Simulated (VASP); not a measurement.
# GaGe3 (Pm-3m) in VASP: single point with PBE

Aim: the single point of GaGe3 with PBE.

Everything below comes from runs of VASP 6.6.1. Logs are shortened: lines on timing, memory, paths and dates and some standing lists are left out, and cuts for length are marked.

## Step 1: The cell of the first run

Symmetry: Pm-3m, No. 221, cubic system. Conventional cell: a = 4.278 Å, b = 4.278 Å, c = 4.278 Å, α = 90.00°, β = 90.00°, γ = 90.00°. Within 4.0 Å of Ga (site symmetry m-3m) lie 12 Ge at 3.03 Å. Within 4.0 Å of Ge (site symmetry 4/mmm) lie 4 Ga at 3.03 Å and 8 Ge at 3.03 Å.

## Step 2: Single point, PBE

The input, INCAR:

```
  ALGO = Normal
  EDIFF = 1E-6
  ENCUT = 520
  GGA = PE
  ISIF = 2
  ISMEAR = -1
  LASPH = True
  LCHARG = True
  LELF = True
  LREAL = False
  LVHAR = True
  LWAVE = False
  NBANDS = 36
  NELM = 100
  PREC = Accurate
  SIGMA = 0.05
```

The input, KPOINTS:

```
k-points
0
Gamma
  6 6 6
```

The input, POSCAR:

```
GaGe3
1.0
    4.2784660000      0.0000000000      0.0000000000
    0.0000000000      4.2784660000      0.0000000000
    0.0000000000      0.0000000000      4.2784660000
Ga Ge
1 3
Direct
    0.0000000000      0.0000000000      0.0000000000
    0.0000000000      0.5000000000      0.5000000000
    0.5000000000      0.0000000000      0.5000000000
    0.5000000000      0.5000000000      0.0000000000
```

Potentials or basis: VASP PAW PBE potentials, release 64 (Ga_d, Ge_d).

Launch:

```console
$ cat potpaw_PBE.64/Ga_d/POTCAR potpaw_PBE.64/Ge_d/POTCAR > POTCAR
$ mpirun -np 1 vasp_std > vasp.out
```

OUTCAR:

```text
EDIFF = 1E-6
   ENCUT = 520
   GGA = PE
   ISIF = 2
   ISMEAR = -1
   LASPH = True
   LREAL = False
   NELM = 100
   PREC = Accurate

 ion  position               nearest neighbor table
   1  0.000  0.000  0.000-
   2  0.000  0.500  0.500-
   3  0.500  0.000  0.500-
   4  0.500  0.500  0.000-

  LATTYP: Found a simple cubic cell.
 ALAT       =     4.2784660000

  Lattice vectors:

 A1 = (   4.2784660000,   0.0000000000,   0.0000000000)
 A2 = (   0.0000000000,   4.2784660000,   0.0000000000)
 A3 = (   0.0000000000,   0.0000000000,   4.2784660000)

Analysis of symmetry for initial positions (statically):
=====================================================================
 Subroutine PRICEL returns:
 Original cell was already a primitive cell.

 Routine SETGRP: Setting up the symmetry group for a
 simple cubic supercell.

 Subroutine GETGRP returns: Found 48 space group operations
 (whereof 48 operations were pure point group operations)
 out of a pool of 48 trial point group operations.

The static configuration has the point symmetry O_h .

Analysis of symmetry for dynamics (positions and initial velocities):
=====================================================================
 Subroutine PRICEL returns:
 Original cell was already a primitive cell.

 Routine SETGRP: Setting up the symmetry group for a
 simple cubic supercell.

 Subroutine GETGRP returns: Found 48 space group operations
 (whereof 48 operations were pure point group operations)
 out of a pool of 48 trial point group operations.

The dynamic configuration has the point symmetry O_h .

 Subroutine INISYM returns: Found 48 space group operations
 (whereof 48 operations are pure point group operations),
 and found     1 'primitive' translations

----------------------------------------------------------------------------------------

                                     Primitive cell

  volume of cell :      78.3185

  direct lattice vectors                    reciprocal lattice vectors
     4.278466000  0.000000000  0.000000000     0.233728631  0.000000000  0.000000000
     0.000000000  4.278466000  0.000000000     0.000000000  0.233728631  0.000000000
     0.000000000  0.000000000  4.278466000     0.000000000  0.000000000  0.233728631

  length of vectors
     4.278466000  4.278466000  4.278466000     0.233728631  0.233728631  0.233728631

  position of ions in fractional coordinates (direct lattice)
     0.000000000  0.000000000  0.000000000
     0.000000000  0.500000000  0.500000000
     0.500000000  0.000000000  0.500000000
     0.500000000  0.500000000  0.000000000

  ion indices of the primitive-cell ions
   primitive index   ion index
                 1           1
                 2           2
                 3           3
                 4           4

----------------------------------------------------------------------------------------

 KPOINTS: k-points

Automatic generation of k-mesh.
 Grid dimensions read from file:
 generate k-points for:    6    6    6

 Generating k-lattice:

  Cartesian coordinates                     Fractional coordinates (reciprocal lattice)
     0.038954772  0.000000000  0.000000000     0.166666667  0.000000000  0.000000000
     0.000000000  0.038954772  0.000000000     0.000000000  0.166666667  0.000000000
     0.000000000  0.000000000  0.038954772     0.000000000  0.000000000  0.166666667

  Length of vectors
     0.038954772  0.038954772  0.038954772

  Shift w.r.t. Gamma in fractional coordinates (k-lattice)
     0.000000000  0.000000000  0.000000000

 Subroutine IBZKPT returns following result:
 ===========================================

 Found     20 irreducible k-points:

 Following reciprocal coordinates:
            Coordinates               Weight
  0.000000  0.000000  0.000000      1.000000
  0.166667  0.000000  0.000000      6.000000
  0.333333  0.000000  0.000000      6.000000
  0.500000  0.000000  0.000000      3.000000
  0.166667  0.166667  0.000000     12.000000
  0.333333  0.166667  0.000000     24.000000
[... 12 lines left out ...]
  0.500000  0.500000  0.333333      6.000000
  0.500000  0.500000  0.500000      1.000000
   k-points           NKPTS =     20   k-points in BZ     NKDIM =     20   number of bands    NBANDS=     36
   number of dos      NEDOS =    301   number of ions     NIONS =      4
   total plane-waves  NPLWV =  32768
   dimension x,y,z NGX =    32 NGY =   32 NGZ =   32
   dimension x,y,z NGXF=    64 NGYF=   64 NGZF=   64
   ions per type =               1   3
   NGX,Y,Z   is equivalent  to a cutoff of  12.43, 12.43, 12.43 a.u.
   NGXF,Y,Z  is equivalent  to a cutoff of  24.87, 24.87, 24.87 a.u.
 SYSTEM =  unknown system
   PREC   = accura    normal or accurate (medium, high low for compatibility)
   ISTART =      0    job   : 0-new  1-cont  2-samecut
   ICHARG =      2    charge: 1-file 2-atom 10-const
   ISPIN  =      1    spin polarized calculation?
   LNONCOLLINEAR =      F non collinear calculations
   LSORBIT =      F    spin-orbit coupling
   LASPH  =      T    aspherical Exc in radial PAW
   ENCUT  =  520.0 eV  38.22 Ry    6.18 a.u.   7.96  7.96  7.96*2*pi/ulx,y,z
   NELM   =    100;   NELMIN=  2; NELMDL= -5     # of ELM steps
   EDIFF  = 0.1E-05   stopping-criterion for ELM
   LREAL  =      F    real-space projection
   EDIFFG = 0.1E-04   stopping-criterion for IOM
   NSW    =      0    number of steps for IOM
   IBRION =     -1    ionic relax: 0-MD 1-quasi-New 2-CG
   NFREE  =      0    steps in history (QN), initial steepest desc. (CG)
   ISIF   =      2    stress and relaxation
   ISYM   =      2    0-nonsym 1-usesym 2-fastsym
   POTIM  = 0.5000    time-step for ionic-motion
   TEBEG  =    0.0;   TEEND  =   0.0 temperature during run
   PSTRESS=    0.0 pullay stress
   NELECT =      55.0000    total number of electrons
   NUPDOWN=      -1.0000    fix difference up-down
   EMIN   =  10.00;   EMAX   =-10.00  energy-range for DOS
   EFERMI =   0.00;   METHOD = LEGACY
   ISMEAR =    -1;   SIGMA  =   0.05  broadening in eV -4-tet -1-fermi 0-gaus
   EFERMI_NEDOS =   21; number of points for ismear=-14 and -15
   IALGO  =     38    algorithm
   IMIX   =      4    mixing-type and parameters
     AMIX     =   0.40;   BMIX     =  1.00
     AMIX_MAG =   1.60;   BMIX_MAG =  1.00
  volume/ion in A,a.u.               =      19.58       132.13
  Fermi-wavevector in a.u.,A,eV,Ry     =   1.455150  2.749834 28.809797  2.117460
  Thomas-Fermi vector in A             =   2.572218
   LORBIT       =      0    0 simple, 1 ext, 2 COOP (PROOUT), +10 PAW based schemes
   GGA     = PE    functional components
   LHFCALC =     F    Hartree Fock is set to
   AEXX    =    0.0000 exact exchange contribution
   IVDW    =     0    specifies the selected vdW correction
   LEPSILON=     F    determine dielectric tensor
   LRPA    =     F    only Hartree local field effects (RPA)
 non-spin polarized calculation
  energy-cutoff  :      520.00
  volume of cell :       78.32
 maximum number of plane-waves:      2176
 NGX is ok and might be reduce to    32
   NGX = 15   NGY = 15   NGZ = 15

 number of electron      54.9999920 magnetization

 Free energy of the ion-electron system (eV)
  ---------------------------------------------------
  ext. energy  EPLUGINS =         0.00000000
  ---------------------------------------------------
  free energy    TOTEN  =       -15.41538498 eV

  energy without entropy =      -15.39258333  energy(sigma->0) =      -15.40398415

 E-fermi :   6.1419     XC(G=0): -11.0431

 val. band max:        6.1221115661   @ k =   0.3333   0.0000   0.0000
 cond. band min:       6.1848938540   @ k =   0.5000   0.5000   0.0000
 fundamental gap:      0.0627822879
 Fermi energy:         6.1418954178

 k-point     1 :       0.0000    0.0000    0.0000
  band No.  band energies     occupation
      1     -18.6579      2.00000
      2     -18.6579      2.00000
      3     -18.6579      2.00000
      4     -18.6477      2.00000
      5     -18.6142      2.00000
      6     -18.6142      2.00000
[... 28 lines left out ...]
     35      12.7840      0.00000
     36      13.1495      0.00000

 k-point     2 :       0.1667    0.0000    0.0000
  band No.  band energies     occupation
      1     -18.6567      2.00000
      2     -18.6500      2.00000
      3     -18.6500      2.00000
      4     -18.6426      2.00000
      5     -18.6135      2.00000
      6     -18.6097      2.00000
[... 28 lines left out ...]
     35      13.3543      0.00000
     36      14.2283      0.00000

 k-point     3 :       0.3333    0.0000    0.0000
  band No.  band energies     occupation
      1     -18.6543      2.00000
      2     -18.6300      2.00000
      3     -18.6283      2.00000
      4     -18.6283      2.00000
      5     -18.6119      2.00000
      6     -18.5983      2.00000
[... 28 lines left out ...]
     35      12.9894      0.00000
     36      12.9895      0.00000

 k-point     4 :       0.5000    0.0000    0.0000
  band No.  band energies     occupation
      1     -18.6530      2.00000
      2     -18.6212      2.00000
      3     -18.6099      2.00000
      4     -18.6046      2.00000
      5     -18.6046      2.00000
      6     -18.5931      2.00000
[... 28 lines left out ...]
     35      11.9221      0.00000
     36      11.9221      0.00000

 k-point     5 :       0.1667    0.1667    0.0000
  band No.  band energies     occupation
      1     -18.6509      2.00000
      2     -18.6468      2.00000
      3     -18.6457      2.00000
      4     -18.6364      2.00000
      5     -18.6112      2.00000
      6     -18.6065      2.00000
[... 499 lines left out ...]
 k-point    18 :       0.5000    0.3333    0.3333
  band No.  band energies     occupation
      1     -18.6293      2.00000
      2     -18.6221      2.00000
      3     -18.6218      2.00000
      4     -18.6192      2.00000
      5     -18.6181      2.00000
      6     -18.6168      2.00000
[... 28 lines left out ...]
     35      13.2719      0.00000
     36      13.6503      0.00000

 k-point    19 :       0.5000    0.5000    0.3333
  band No.  band energies     occupation
      1     -18.6250      2.00000
      2     -18.6250      2.00000
      3     -18.6238      2.00000
      4     -18.6211      2.00000
      5     -18.6193      2.00000
      6     -18.6193      2.00000
[... 28 lines left out ...]
     35      14.1693      0.00000
     36      14.1693      0.00000

 k-point    20 :       0.5000    0.5000    0.5000
  band No.  band energies     occupation
      1     -18.6268      2.00000
      2     -18.6268      2.00000
      3     -18.6268      2.00000
      4     -18.6244      2.00000
      5     -18.6222      2.00000
      6     -18.6222      2.00000
[... 28 lines left out ...]
     35      14.6520      0.00000
     36      14.6520      0.00000

------------------------ aborting loop because EDIFF is reached ----------------------------------------

  FORCE on cell =-STRESS in cart. coord.  units (eV):
  Direction    XX          YY          ZZ          XY          YZ          ZX
  --------------------------------------------------------------------------------------
  -------------------------------------------------------------------------------------
  Total       -0.0228743     -0.0228743     -0.0228743     -0.0000000      0.0000000     -0.0000000
  in kB       -0.4679446     -0.4679446     -0.4679446     -0.0000000      0.0000000     -0.0000000
  external PRESSURE =      -0.4679446 kB  Pullay stress =       0.0000000 kB

 VOLUME and BASIS-vectors are now :
 -----------------------------------------------------------------------------
  energy-cutoff  :      520.00
  volume of cell :       78.32
      direct lattice vectors                 reciprocal lattice vectors
     4.278466000  0.000000000  0.000000000     0.233728631  0.000000000  0.000000000
     0.000000000  4.278466000  0.000000000     0.000000000  0.233728631  0.000000000
     0.000000000  0.000000000  4.278466000     0.000000000  0.000000000  0.233728631

 POSITION                                       TOTAL-FORCE (eV/Angst)
 -----------------------------------------------------------------------------------
      0.00000      0.00000      0.00000         0.000000      0.000000      0.000000
      0.00000      2.13923      2.13923         0.000000      0.000000      0.000000
      2.13923      0.00000      2.13923         0.000000      0.000000      0.000000
      2.13923      2.13923      0.00000         0.000000      0.000000      0.000000
 -----------------------------------------------------------------------------------
    total drift:                                0.000000     -0.000000     -0.000000

  FREE ENERGIE OF THE ION-ELECTRON SYSTEM (eV)
  ---------------------------------------------------
  free  energy   TOTEN  =       -15.4153849816 eV

  energy  without entropy=      -15.3925833261  energy(sigma->0) =      -15.40398415
```

Run time: 20 s. Hardware: 1 thread of AMD EPYC 9R45 (Zen 5), shared host; peak memory 0.17 GiB.

Results:

```yaml
Free_energy: -15.4154 eV
Pressure: 0.0 GPa
```
